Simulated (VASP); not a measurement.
A run of VASP 6.6.1 is set up as follows.

The input POSCAR:

```
Re
1.0
    2.7753668538      0.0000000000      0.0000000000
   -1.3876834269      2.4035382002      0.0000000000
    0.0000000000      0.0000000000      4.4909878862
Re
2
Direct
    0.3333333333      0.6666666667      0.7500000000
    0.6666666667      0.3333333333      0.2500000000
```

The input INCAR.step1:

```
ALGO = Normal
EDIFF = 1E-4
ENCUT = 520
GGA = PE
ISMEAR = 0
LASPH = True
LCHARG = False
LREAL = False
LWAVE = True
NBANDS = 14
NELM = 80
PREC = Accurate
SIGMA = 0.05
```

Contents of INCAR.step2:

```
ALGO = Normal
EDIFF = 1E-6
ENCUT = 520
ISIF = 2
ISMEAR = 0
ISTART = 1
LASPH = True
LCHARG = True
LELF = True
LMIXTAU = True
LREAL = False
LVHAR = True
LWAVE = False
METAGGA = R2SCAN
NBANDS = 14
NELM = 80
PREC = Accurate
SIGMA = 0.05
```

Contents of KPOINTS:

```
k-points
0
Gamma
  18 18 10
```

Potentials or basis: VASP PAW PBE potentials, release 64 (Re).

The run is started by

```bash
$ cat potpaw_PBE.64/Re/POTCAR > POTCAR
$ cp INCAR.step1 INCAR
$ mpirun -np 1 vasp_std > vasp.out
$ cp INCAR.step2 INCAR
$ mpirun -np 1 vasp_std > vasp.out
```

Question: Predict the pressure.

Answer: -7.2 GPa.

Question: Predict the band gap on the k mesh.

Answer: Zero (band 7 reaches 8.85 eV, above the bottom of band 8 at 5.77 eV).

Stress tensor (GPa, compression positive):
```
-7.12  0.00  0.00
 0.00 -7.12  0.00
 0.00  0.00 -7.31
```

Caveat: the PAW data sets were made with another functional, which shifts forces and pressure a little; spin-orbit coupling is left out, which moves the levels of the heavy elements.
